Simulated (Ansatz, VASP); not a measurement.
## Hf2S in VASP and in Ansatz

```
Hf S
1.0
    -3.34653    0.00000    0.00000
    -1.67327   -2.89818    0.00000
     0.00000    0.00000   11.51424
Hf S
4 2
Direct
  0.66667 0.66667 0.40381
  0.33333 0.33333 0.91032
  0.66667 0.66667 0.10270
  0.33333 0.33333 0.60922
  0.00000 0.00000 0.25326
  0.00000 0.00000 0.75977
```

Alike in both runs: task single point; functional PBEsol; k mesh 16 × 16 × 4; occupations gaussian, width 0.15 eV; no spin polarisation.

```csv
,VASP,Ansatz
version,VASP 6.6.1,Ansatz 0.2.0
potentials or method,"VASP PAW PBE potentials, release 64 (Hf_pv, S), cutoff 520 eV","scalar-relativistic, plane waves, PAW"
valence electrons in the cell,52,116
```

```tsv
	VASP	Ansatz	Ansatz less VASP
gap on the k mesh at the Fermi level (eV)	none	none	-
pressure (GPa)	1.9	2.3	+0.41
traceless stress, the component that is largest in VASP (GPa)	2.47	2.45	-0.020
rms of the force components (eV/Å)	0.341	0.341	+0.0002
```

VASP's potentials were made for PBE, not for PBEsol. Atom by atom the forces differ by 0.002 eV/Å (rms over components). A gap of «none» marks a metal or a gap that the smearing closes. VASP's potentials hold 52 valence electrons a cell and Ansatz's 116, so a difference there can come from the potentials and not from the codes.

Neither program's run includes spin-orbit coupling.
